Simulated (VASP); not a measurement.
# Ta3N (Pm-3m) in VASP: a series of runs

Runs on Ta3N. Level: PBE. Tasks: single point, relaxation of cell and atoms.

All numbers are computed with VASP 6.6.1; they aren't measurements. Logs are shortened: lines on timing, memory, paths and dates and some standing lists are left out, and cuts for length are marked.

## 1. The cell of the first run

The structure is cubic, space group Pm-3m (No. 221). Conventional cell: a = 3.970 Å, b = 3.970 Å, c = 3.970 Å, α = 90.00°, β = 90.00°, γ = 90.00°. Within 3.7 Å of Ta (site symmetry 4/mmm) lie 8 Ta at 2.81 Å and 4 N at 2.81 Å. N (site symmetry m-3m) has 12 Ta at 2.81 Å within 3.7 Å.

## 2. Single point, PBE

File INCAR:

```
PREC = Accurate
ENCUT = 520
EDIFF = 1E-6
ISMEAR = 0
SIGMA = 0.1
LREAL = F
LASPH = T
NELM = 100
ALGO = Normal
ISIF = 2
LWAVE = F
LCHARG = F
GGA = PE
NBANDS = 27
```

File KPOINTS:

```
Automatic mesh
0
Gamma
  4 4 4
```

File POSCAR:

```
Ta3N
1.0
    3.9695993417      0.0000000000      0.0000000000
    0.0000000000      3.9695993417      0.0000000000
    0.0000000000      0.0000000000      3.9695993417
Ta N
3 1
Direct
    0.0000000000      0.5000000000      0.5000000000
    0.5000000000      0.0000000000      0.5000000000
    0.5000000000      0.5000000000      0.0000000000
    0.0000000000      0.0000000000      0.0000000000
```

Potentials or basis: VASP PAW PBE potentials, release 64 (Ta_pv, N).

Command:

```
> cat potpaw_PBE.64/Ta_pv/POTCAR potpaw_PBE.64/N/POTCAR > POTCAR
> mpirun -np 1 vasp_std > vasp.out
```

OUTCAR:

```text
PREC = Accurate
   ENCUT = 520
   EDIFF = 1E-6
   ISMEAR = 0
   LREAL = F
   LASPH = T
   NELM = 100
   ISIF = 2
   GGA = PE

 ion  position               nearest neighbor table
   1  0.000  0.500  0.500-   2 2.81   3 2.81   3 2.81   2 2.81   2 2.81   3 2.81   3 2.81   2 2.81

   2  0.500  0.000  0.500-   1 2.81   3 2.81   3 2.81   1 2.81   3 2.81   3 2.81   1 2.81   1 2.81

   3  0.500  0.500  0.000-   1 2.81   2 2.81   1 2.81   2 2.81   2 2.81   2 2.81   1 2.81   1 2.81

   4  0.000  0.000  0.000-

  LATTYP: Found a simple cubic cell.
 ALAT       =     3.9695993417

  Lattice vectors:

 A1 = (   3.9695993417,   0.0000000000,   0.0000000000)
 A2 = (   0.0000000000,   3.9695993417,   0.0000000000)
 A3 = (   0.0000000000,   0.0000000000,   3.9695993417)

Analysis of symmetry for initial positions (statically):
=====================================================================
 Subroutine PRICEL returns:
 Original cell was already a primitive cell.

 Routine SETGRP: Setting up the symmetry group for a
 simple cubic supercell.

 Subroutine GETGRP returns: Found 48 space group operations
 (whereof 48 operations were pure point group operations)
 out of a pool of 48 trial point group operations.

The static configuration has the point symmetry O_h .

Analysis of symmetry for dynamics (positions and initial velocities):
=====================================================================
 Subroutine PRICEL returns:
 Original cell was already a primitive cell.

 Routine SETGRP: Setting up the symmetry group for a
 simple cubic supercell.

 Subroutine GETGRP returns: Found 48 space group operations
 (whereof 48 operations were pure point group operations)
 out of a pool of 48 trial point group operations.

The dynamic configuration has the point symmetry O_h .

 Subroutine INISYM returns: Found 48 space group operations
 (whereof 48 operations are pure point group operations),
 and found     1 'primitive' translations

----------------------------------------------------------------------------------------

                                     Primitive cell
[... 73 lines left out ...]
   ICHARG =      2    charge: 1-file 2-atom 10-const
   ISPIN  =      1    spin polarized calculation?
   LNONCOLLINEAR =      F non collinear calculations
   LSORBIT =      F    spin-orbit coupling
   LASPH  =      T    aspherical Exc in radial PAW
   ENCUT  =  520.0 eV  38.22 Ry    6.18 a.u.   7.38  7.38  7.38*2*pi/ulx,y,z
   NELM   =    100;   NELMIN=  2; NELMDL= -5     # of ELM steps
   EDIFF  = 0.1E-05   stopping-criterion for ELM
   LREAL  =      F    real-space projection
   EDIFFG = 0.1E-04   stopping-criterion for IOM
   NSW    =      0    number of steps for IOM
   IBRION =     -1    ionic relax: 0-MD 1-quasi-New 2-CG
   NFREE  =      0    steps in history (QN), initial steepest desc. (CG)
   ISIF   =      2    stress and relaxation
   ISYM   =      2    0-nonsym 1-usesym 2-fastsym
   POTIM  = 0.5000    time-step for ionic-motion
   TEBEG  =    0.0;   TEEND  =   0.0 temperature during run
   PSTRESS=    0.0 pullay stress
   NELECT =      38.0000    total number of electrons
   NUPDOWN=      -1.0000    fix difference up-down
   EMIN   =  10.00;   EMAX   =-10.00  energy-range for DOS
   EFERMI =   0.00;   METHOD = LEGACY
   ISMEAR =     0;   SIGMA  =   0.10  broadening in eV -4-tet -1-fermi 0-gaus
   EFERMI_NEDOS =   21; number of points for ismear=-14 and -15
   IALGO  =     38    algorithm
   IMIX   =      4    mixing-type and parameters
     AMIX     =   0.40;   BMIX     =  1.00
     AMIX_MAG =   1.60;   BMIX_MAG =  1.00
  volume/ion in A,a.u.               =      15.64       105.53
  Fermi-wavevector in a.u.,A,eV,Ry     =   1.386509  2.620122 26.155937  1.922407
  Thomas-Fermi vector in A             =   2.510818
   LORBIT       =      0    0 simple, 1 ext, 2 COOP (PROOUT), +10 PAW based schemes
   GGA     = PE    functional components
   LHFCALC =     F    Hartree Fock is set to
   AEXX    =    0.0000 exact exchange contribution
   IVDW    =     0    specifies the selected vdW correction
   LEPSILON=     F    determine dielectric tensor
   LRPA    =     F    only Hartree local field effects (RPA)
 non-spin polarized calculation
 Gauss-broadening in eV      SIGMA  =   0.10
  energy-cutoff  :      520.00
  volume of cell :       62.55
 maximum number of plane-waves:      1743
 NGX is ok and might be reduce to    30
   NGX = 15   NGY = 15   NGZ = 15

 number of electron      37.9999988 magnetization

 Free energy of the ion-electron system (eV)
  ---------------------------------------------------
  ext. energy  EPLUGINS =         0.00000000
  ---------------------------------------------------
  free energy    TOTEN  =       -39.65489739 eV

  energy without entropy =      -39.61314814  energy(sigma->0) =      -39.63402277

 E-fermi :   6.0327     XC(G=0): -12.4422

 val. band max:        6.0066518861   @ k =   0.5000   0.0000   0.0000
 cond. band min:       6.0631922225   @ k =   0.5000   0.2500   0.0000
 fundamental gap:      0.0565403363
 Fermi energy:         6.0326974206

 k-point     1 :       0.0000    0.0000    0.0000
  band No.  band energies     occupation
      1     -28.8853      2.00000
      2     -28.8853      2.00000
      3     -28.8853      2.00000
      4     -28.1896      2.00000
      5     -28.1896      2.00000
      6     -28.1896      2.00000
[... 289 lines left out ...]
     26       9.6283      0.00000
     27      12.3477      0.00000

------------------------ aborting loop because EDIFF is reached ----------------------------------------

  FORCE on cell =-STRESS in cart. coord.  units (eV):
  Direction    XX          YY          ZZ          XY          YZ          ZX
  --------------------------------------------------------------------------------------
  -------------------------------------------------------------------------------------
  Total        0.1040870      0.1040870      0.1040870      0.0000000     -0.0000000     -0.0000000
  in kB        2.6660412      2.6660412      2.6660412      0.0000000     -0.0000000     -0.0000000
  external PRESSURE =       2.6660412 kB  Pullay stress =       0.0000000 kB

 VOLUME and BASIS-vectors are now :
 -----------------------------------------------------------------------------
  energy-cutoff  :      520.00
  volume of cell :       62.55
      direct lattice vectors                 reciprocal lattice vectors
     3.969599342  0.000000000  0.000000000     0.251914592  0.000000000  0.000000000
     0.000000000  3.969599342  0.000000000     0.000000000  0.251914592  0.000000000
     0.000000000  0.000000000  3.969599342     0.000000000  0.000000000  0.251914592

 POSITION                                       TOTAL-FORCE (eV/Angst)
 -----------------------------------------------------------------------------------
      0.00000      1.98480      1.98480         0.000000      0.000000      0.000000
      1.98480      0.00000      1.98480         0.000000      0.000000      0.000000
      1.98480      1.98480      0.00000         0.000000      0.000000      0.000000
      0.00000      0.00000      0.00000         0.000000      0.000000      0.000000
 -----------------------------------------------------------------------------------
    total drift:                                0.000000      0.000000     -0.000000

  FREE ENERGIE OF THE ION-ELECTRON SYSTEM (eV)
  ---------------------------------------------------
  free  energy   TOTEN  =       -39.6548973897 eV

  energy  without entropy=      -39.6131481423  energy(sigma->0) =      -39.63402277
```

Wall time 22 s (1 thread of Intel Xeon Platinum 8375C at 2.90GHz (Ice Lake), shared host); peak memory 0.17 GiB.

Results:

```
Free energy            : -39.6549 eV
Pressure               : 0.3 GPa
Band gap on the k mesh : zero (bands 19 and 20 overlap by 2.64 eV)
```

Caveat: the k points lie up to 0.40 Å⁻¹ apart, too coarse for converged energies and pressures of a metal; spin-orbit coupling is left out, which moves the levels of the heavy elements.

## 3. Relaxation of cell and atoms, PBE

This run uses another cell than the first one, of 14.82 Å³/atom.

File INCAR:

```
PREC = Accurate
ENCUT = 600
EDIFF = 1E-6
ISMEAR = 0
SIGMA = 0.1
LREAL = F
LASPH = T
NELM = 100
ALGO = Normal
ISIF = 3
LWAVE = F
LCHARG = F
GGA = PE
IBRION = 2
NSW = 90
EDIFFG = -0.04
```

KPOINTS is that of step 2.

File POSCAR:

```
Ta3N
1.0
    3.8993387023      0.0000000000      0.0000000000
    0.0000000000      3.8993387023      0.0000000000
    0.0000000000      0.0000000000      3.8993387023
Ta N
3 1
Direct
    0.0000000000      0.5000000000      0.5000000000
    0.5000000000      0.0000000000      0.5000000000
    0.5000000000      0.5000000000      0.0000000000
    0.0000000000      0.0000000000      0.0000000000
```

Potentials or basis: VASP PAW PBE potentials, release 64 (Ta_pv, N).

Command:

```
> cat potpaw_PBE.64/Ta_pv/POTCAR potpaw_PBE.64/N/POTCAR > POTCAR
> mpirun -np 1 vasp_std > vasp.out
```

It took 72 s on 1 thread of Intel Xeon Platinum 8375C at 2.90GHz (Ice Lake), shared host; peak memory 0.19 GiB.

It converged, with:

- Free energy: -39.6556 eV
- Relaxed volume: 15.68 Å³/atom
- Relaxed cell: a = 3.973 Å, b = 3.973 Å, c = 3.973 Å, α = 90.00°, β = 90.00°, γ = 90.00°
- Space group after relaxing (to 0.1 Å): Pm-3m (No. 221)
- Energy gained by relaxing: 26.9 meV/atom
- Ionic steps: 3
- Pressure after relaxing: -0.2 GPa
- Band gap on the k mesh: zero (bands 19 and 20 overlap by 2.64 eV)

The path:
```csv
step,energy change (eV),largest force (eV/Å),pressure (GPa),volume (Å³)
1,0.0000,0.0000,10.78,59.29
2,0.1292,0.0000,-12.48,68.26
3,-0.1074,0.0000,-0.21,62.72
```

Final structure:
```
CELL_PARAMETERS angstrom
3.97305 0.00000 0.00000
0.00000 3.97305 0.00000
0.00000 0.00000 3.97305
ATOMIC_POSITIONS crystal
Ta 0.00000 0.50000 0.50000
Ta 0.50000 0.00000 0.50000
Ta 0.50000 0.50000 0.00000
N 0.00000 0.00000 0.00000
```

Levels at points of the mesh, in eV from the Fermi level:
```csv
k point,band 16,band 17,band 18,band 19,band 20,band 21,band 22,band 23
"(0.00, 0.00, 0.00)",-3.21,-2.95,-2.95,-2.95,-2.50,2.44,2.44,2.44
"(0.50, 0.00, 0.00)",-1.05,-1.02,-0.26,-0.03,-0.03,0.87,0.87,1.01
"(0.50, 0.50, 0.00)",-2.01,-1.49,0.14,0.14,1.15,1.23,1.23,1.41
"(0.50, 0.50, 0.50)",-3.72,-0.96,-0.16,-0.16,-0.16,1.41,1.96,1.96
```

Caveat: the k points lie up to 0.40 Å⁻¹ apart in the final cell, too coarse for converged energies and pressures of a metal; spin-orbit coupling is left out, which moves the levels of the heavy elements.

## 4. Single point, PBE

This run uses another cell than the first one, of 15.58 Å³/atom.

File INCAR:

```
SYSTEM = Ta3N
  PREC = Accurate
  ENCUT = 520
  EDIFF = 1E-6
  ISMEAR = 0
  SIGMA = 0.1
  LREAL = .False.
  LASPH = .True.
  NELM = 80
  ALGO = Normal
  ISIF = 2
  LWAVE = .False.
  LCHARG = .False.
  GGA = PE
  NBANDS = 27
```

File KPOINTS:

```
Automatic mesh
0
Gamma
  12 12 12
  0 0 0
```

File POSCAR:

```
Ta3N
1.0
    3.9648078473      0.0000000000      0.0000000000
    0.0000000000      3.9648078473      0.0000000000
    0.0000000000      0.0000000000      3.9648078473
Ta N
3 1
Direct
    0.0000000000      0.5000000000      0.5000000000
    0.5000000000      0.0000000000      0.5000000000
    0.5000000000      0.5000000000      0.0000000000
    0.0000000000      0.0000000000      0.0000000000
```

Potentials or basis: VASP PAW PBE potentials, release 64 (Ta_pv, N).

Command:

```
> cat potpaw_PBE.64/Ta_pv/POTCAR potpaw_PBE.64/N/POTCAR > POTCAR
> mpirun -np 1 vasp_std > vasp.out
```

OUTCAR:

```text
SYSTEM = Ta3N
   PREC = Accurate
   ENCUT = 520
   EDIFF = 1E-6
   ISMEAR = 0
   LREAL = .False.
   LASPH = .True.
   NELM = 80
   ISIF = 2
   GGA = PE

 ion  position               nearest neighbor table
   1  0.000  0.500  0.500-   2 2.80   3 2.80   3 2.80   2 2.80   2 2.80   3 2.80   3 2.80   2 2.80

   2  0.500  0.000  0.500-   1 2.80   3 2.80   3 2.80   1 2.80   3 2.80   3 2.80   1 2.80   1 2.80

   3  0.500  0.500  0.000-   1 2.80   2 2.80   1 2.80   2 2.80   2 2.80   2 2.80   1 2.80   1 2.80

   4  0.000  0.000  0.000-

  LATTYP: Found a simple cubic cell.
 ALAT       =     3.9648078473

  Lattice vectors:

 A1 = (   3.9648078473,   0.0000000000,   0.0000000000)
 A2 = (   0.0000000000,   3.9648078473,   0.0000000000)
 A3 = (   0.0000000000,   0.0000000000,   3.9648078473)

Analysis of symmetry for initial positions (statically):
=====================================================================
 Subroutine PRICEL returns:
 Original cell was already a primitive cell.

 Routine SETGRP: Setting up the symmetry group for a
 simple cubic supercell.

 Subroutine GETGRP returns: Found 48 space group operations
 (whereof 48 operations were pure point group operations)
 out of a pool of 48 trial point group operations.

The static configuration has the point symmetry O_h .

Analysis of symmetry for dynamics (positions and initial velocities):
=====================================================================
 Subroutine PRICEL returns:
 Original cell was already a primitive cell.

 Routine SETGRP: Setting up the symmetry group for a
 simple cubic supercell.

 Subroutine GETGRP returns: Found 48 space group operations
 (whereof 48 operations were pure point group operations)
 out of a pool of 48 trial point group operations.

The dynamic configuration has the point symmetry O_h .

 Subroutine INISYM returns: Found 48 space group operations
 (whereof 48 operations are pure point group operations),
 and found     1 'primitive' translations

[... 119 lines left out ...]
  volume/ion in A,a.u.               =      15.58       105.15
  Fermi-wavevector in a.u.,A,eV,Ry     =   1.388185  2.623288 26.219195  1.927056
  Thomas-Fermi vector in A             =   2.512335
   LORBIT       =      0    0 simple, 1 ext, 2 COOP (PROOUT), +10 PAW based schemes
   GGA     = PE    functional components
   LHFCALC =     F    Hartree Fock is set to
   AEXX    =    0.0000 exact exchange contribution
   IVDW    =     0    specifies the selected vdW correction
   LEPSILON=     F    determine dielectric tensor
   LRPA    =     F    only Hartree local field effects (RPA)
 non-spin polarized calculation
 Gauss-broadening in eV      SIGMA  =   0.10
  energy-cutoff  :      520.00
  volume of cell :       62.33
 maximum number of plane-waves:      1743
 NGX is ok and might be reduce to    30
   NGX = 15   NGY = 15   NGZ = 15

 number of electron      37.9999989 magnetization

 Free energy of the ion-electron system (eV)
  ---------------------------------------------------
  ext. energy  EPLUGINS =         0.00000000
  ---------------------------------------------------
  free energy    TOTEN  =       -39.79568779 eV

  energy without entropy =      -39.77823128  energy(sigma->0) =      -39.78695954

 E-fermi :   5.8487     XC(G=0): -12.4603

 val. band max:        5.8373666609   @ k =   0.5000   0.5000   0.1667
 cond. band min:       5.8505449628   @ k =   0.5000   0.3333   0.0833
 fundamental gap:      0.0131783020
 Fermi energy:         5.8486926186

 k-point     1 :       0.0000    0.0000    0.0000
  band No.  band energies     occupation
      1     -28.8496      2.00000
      2     -28.8496      2.00000
      3     -28.8496      2.00000
      4     -28.1527      2.00000
      5     -28.1527      2.00000
      6     -28.1527      2.00000
[... 709 lines left out ...]
     26       9.0462      0.00000
     27       9.6741      0.00000

 [... further k-points ...]

------------------------ aborting loop because EDIFF is reached ----------------------------------------

  FORCE on cell =-STRESS in cart. coord.  units (eV):
  Direction    XX          YY          ZZ          XY          YZ          ZX
  --------------------------------------------------------------------------------------
  -------------------------------------------------------------------------------------
  Total        0.0690050      0.0690050      0.0690050      0.0000000      0.0000000      0.0000000
  in kB        1.7738812      1.7738812      1.7738812      0.0000000      0.0000000      0.0000000
  external PRESSURE =       1.7738812 kB  Pullay stress =       0.0000000 kB

 VOLUME and BASIS-vectors are now :
 -----------------------------------------------------------------------------
  energy-cutoff  :      520.00
  volume of cell :       62.33
      direct lattice vectors                 reciprocal lattice vectors
     3.964807847  0.000000000  0.000000000     0.252219033  0.000000000  0.000000000
     0.000000000  3.964807847  0.000000000     0.000000000  0.252219033  0.000000000
     0.000000000  0.000000000  3.964807847     0.000000000  0.000000000  0.252219033

 POSITION                                       TOTAL-FORCE (eV/Angst)
 -----------------------------------------------------------------------------------
      0.00000      1.98240      1.98240         0.000000      0.000000      0.000000
      1.98240      0.00000      1.98240         0.000000      0.000000      0.000000
      1.98240      1.98240      0.00000         0.000000      0.000000      0.000000
      0.00000      0.00000      0.00000         0.000000      0.000000      0.000000
 -----------------------------------------------------------------------------------
    total drift:                                0.000000      0.000000     -0.000000

  FREE ENERGIE OF THE ION-ELECTRON SYSTEM (eV)
  ---------------------------------------------------
  free  energy   TOTEN  =       -39.7956877899 eV

  energy  without entropy=      -39.7782312809  energy(sigma->0) =      -39.78695954
```

stdout:

```text
POSCAR found type information on POSCAR TaN
 POSCAR found :  2 types and       4 ions
 scaLAPACK will be used
 LDA part: xc-table for (Slater+PW92), standard interpolation
 POSCAR, INCAR and KPOINTS ok, starting setup
 FFT: planning ... GRIDC
 FFT: planning ... GRID_SOFT
 FFT: planning ... GRID
 WAVECAR not read
 entering main loop
```

It took 2.1 min on 1 thread of Intel Xeon Platinum 8375C at 2.90GHz (Ice Lake), shared host; peak memory 0.25 GiB.

What came out:

- Free energy: -39.7957 eV
- Pressure: 0.2 GPa
- Band gap on the k mesh: zero (bands 19 and 20 overlap by 3.05 eV)

Caveat: spin-orbit coupling is left out, which moves the levels of the heavy elements.

(Part 1 of 2 ends here.)
